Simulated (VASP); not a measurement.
# HfB2: single point with PBE

HfB2:

```xyz
6
Lattice="4.5917 0.0000 0.0000 -2.2959 3.9765 0.0000 0.0000 0.0000 4.1793" Properties=species:S:1:pos:R:3 pbc="T T T"
Hf    0.0000    2.6510    0.0000
Hf    2.2959    1.3255    0.0000
B     2.2959    0.0000    2.0897
B    -1.1479    1.9883    2.0897
B     1.1479    1.9883    2.0897
B     0.0000    0.0000    0.0000
```

The cell was built from a structure type or drawn by symmetry, and may not be a known phase.

* Program: VASP 6.6.1
* Task: single point
* Functional: PBE
* Potentials or basis: VASP PAW PBE potentials, release 64 (Hf_pv, B)
* Cutoff: 520 eV
* k mesh: 12 × 12 × 10
* Occupations: gaussian, width 0.1 eV
* Spin: no spin polarisation

The pressure is -0.2 GPa and the band gap on the k mesh is zero (bands 16 and 17 overlap by 1.40 eV).

Stress tensor (GPa, compression positive):
```
-0.42  0.00  0.00
 0.00 -0.42  0.00
 0.00  0.00  0.37
```

Levels at points of the mesh, in eV from the Fermi level:
```csv
k point,band 14,band 15,band 16,band 17,band 18,band 19
"(0.00, 0.00, 0.00)",-1.81,-1.79,-1.79,1.23,1.23,2.86
"(0.50, 0.00, 0.00)",-1.44,-1.27,-1.19,-0.06,2.55,2.86
"(0.00, 0.00, 0.50)",-1.89,-1.85,-1.85,0.55,0.55,1.40
"(0.50, 0.00, 0.50)",-1.38,-0.02,0.36,1.45,1.67,1.76
```

It took 3.3 min on 1 thread of Intel(R) Xeon(R) Platinum 8259CL CPU @ 2.50GHz (Skylake/Cascade Lake), on a shared host, peak memory 0.32 GiB.

Caveat: spin-orbit coupling is left out, which moves the levels of the heavy elements.
